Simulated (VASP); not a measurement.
Input of a VASP 6.6.1 run:

File INCAR:

```
SYSTEM = Nd3Si2I
ALGO = Normal
EDIFF = 1E-7
EDIFFG = -0.08
ENCUT = 500
GGA = PE
GGA_COMPAT = .FALSE.
IBRION = 2
ISIF = 3
ISMEAR = 0
LASPH = .TRUE.
LCHARG = .FALSE.
LMAXMIX = 6
LREAL = .FALSE.
LWAVE = .FALSE.
NELM = 200
NELMIN = 4
NSW = 36
PREC = Accurate
SIGMA = 0.15
```

File KPOINTS:

```
k-points
0
G
  3 3 2
  0 0 0
```

Contents of POSCAR:

```
Nd3Si2I
1.0
    4.1609579900      0.0000000000      0.0000000000
    0.0000000000      4.1609579900      0.0000000000
    0.0000000000      0.0000000000      9.1839070900
Nd Si I
3 2 1
Direct
    0.5000000000      0.5000000000      0.0000000000
    0.0000000000      0.5000000000      0.3835000100
    0.5000000000      0.0000000000      0.6164999900
    0.0000000000      0.5000000000      0.7365000200
    0.5000000000      0.0000000000      0.2634999800
    0.0000000000      0.0000000000      0.0000000000
```

Potentials or basis: VASP PAW PBE potentials, release 64 (Nd_3, Si, I), 4f in core.

The run is started by

```bash
$ cat potpaw_PBE.64/Nd_3/POTCAR potpaw_PBE.64/Si/POTCAR potpaw_PBE.64/I/POTCAR > POTCAR
$ mpirun -np 1 vasp_std > vasp.out
```

**Question.** Estimate the relaxed cell.

**Answer.** a = 4.384 Å, b = 4.384 Å, c = 8.587 Å, α = 90.00°, β = 90.00°, γ = 90.00°.

**Question.** Estimate the band gap on the k mesh.

**Answer.** Zero (bands 24 and 25 overlap by 0.36 eV).

**Question.** What does it give for the space group after relaxing (to 0.1 Å)?

**Answer.** P-4m2 (No. 115).

**Question.** What does it give for the relaxed volume?

**Answer.** 27.50 Å³/atom.

Step by step:
```csv
step,energy change (eV),largest force (eV/Å),pressure (GPa),volume (Å³)
1,0.0000,1.2137,4.33,159.01
2,-0.6069,1.1162,-2.50,175.68
3,-0.6077,1.1096,-2.63,176.11
4,-0.8791,0.7193,-1.04,169.32
5,-0.9184,0.9107,0.22,165.26
6,-1.0689,0.5540,0.70,163.18
7,-1.1308,0.1399,1.48,160.91
8,-1.1368,0.1207,-1.25,168.45
9,-1.1513,0.0930,-0.07,164.94
10,-1.1525,0.0720,-0.04,165.00
```

Caveat: the k points lie up to 0.48 Å⁻¹ apart in the final cell; spin-orbit coupling is left out, which moves the levels of the heavy elements; the 4f electrons are frozen in the core, so they carry no moment and show no levels; the run has no spin polarisation, though such a crystal can be magnetic; the relaxation stopped at a loose force limit of 0.08 eV/Å, so its end isn't a converged minimum. Spin polarisation is off, so any magnetic state and its effect on volume and gap are missing.
